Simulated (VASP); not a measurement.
Here is a VASP 6.6.1 calculation.

The input INCAR:

```
SYSTEM = Nb
PREC     = Accurate       ! precision mode
ENCUT    = 520            ! plane-wave cutoff, eV
EDIFF    = 1E-6           ! SCF threshold, eV
ISMEAR   = 0              ! smearing method
SIGMA    = 0.1            ! smearing width, eV
LREAL    = .FALSE.        ! projectors in reciprocal space
LASPH    = .TRUE.         ! aspherical terms in the spheres
NELM     = 60             ! most SCF steps
ALGO     = Fast           ! electronic algorithm
ISIF     = 2              ! what is computed and relaxed
LWAVE    = .FALSE.        ! write WAVECAR
LCHARG   = .FALSE.        ! write CHGCAR
GGA      = PE             ! functional
NBANDS   = 12             ! bands
```

File KPOINTS:

```
regular mesh
0
G
  24 24 24
  0 0 0
```

The input POSCAR:

```
Nb
1.0
    0.0000000000      2.3400965750      2.3406756712
    1.6549371989      0.0000000000      2.3406756712
    1.6549371989      2.3400965750      0.0000000000
Nb
1
Direct
    0.0000000000      0.0000000000      0.0000000000
```

Potentials or basis: VASP PAW PBE potentials, release 64 (Nb_sv).

Run with:

```sh
$ cat potpaw_PBE.64/Nb_sv/POTCAR > POTCAR
$ mpirun -np 1 vasp_std > vasp.out
```

Question: Predict the band gap on the k mesh.

Answer: Zero (an odd number of electrons rules out a gap without spin polarisation).

Question: Predict the pressure.

Answer: -0.4 GPa.
